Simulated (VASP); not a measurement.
A run of VASP 6.6.1 is set up as follows.

File INCAR:

```
ALGO = Fast
EDIFF = 1E-6
ENCUT = 520
GGA = PE
ISIF = 2
ISMEAR = 0
LASPH = T
LCHARG = F
LREAL = F
LWAVE = F
NBANDS = 36
NELM = 60
PREC = Accurate
SIGMA = 0.1
```

Contents of KPOINTS:

```
k-points
0
Gamma
  12 12 6
```

The input POSCAR:

```
Sc4Ta
1.0
    4.8477099162      0.0000000000      0.0000000000
   -2.4238549581      4.1982399376      0.0000000000
    0.0000000000      0.0000000000      6.2128627991
Sc Ta
4 1
Direct
    0.3333333333      0.6666666667      0.7619588370
    0.3333333333      0.6666666667      0.2380411630
    0.6666666667      0.3333333333      0.2380411630
    0.6666666667      0.3333333333      0.7619588370
    0.0000000000      0.0000000000      0.0000000000
```

Potentials or basis: VASP PAW PBE potentials, release 64 (Sc_sv, Ta_pv).

Run with:

```sh
$ cat potpaw_PBE.64/Sc_sv/POTCAR potpaw_PBE.64/Ta_pv/POTCAR > POTCAR
$ mpirun -np 1 vasp_std > vasp.out
```

Problem. What does it give for the band gap on the k mesh?

Solution. Zero (an odd number of electrons rules out a gap without spin polarisation).

Problem. What does it give for the pressure?

Solution. 0.1 GPa.

Forces on the atoms (eV/Å):
```
Sc   0.000  0.000 -0.005
Sc   0.000  0.000  0.005
Sc   0.000  0.000  0.005
Sc   0.000  0.000 -0.005
Ta   0.000  0.000  0.000
```

Caveat: spin-orbit coupling is left out, which moves the levels of the heavy elements.
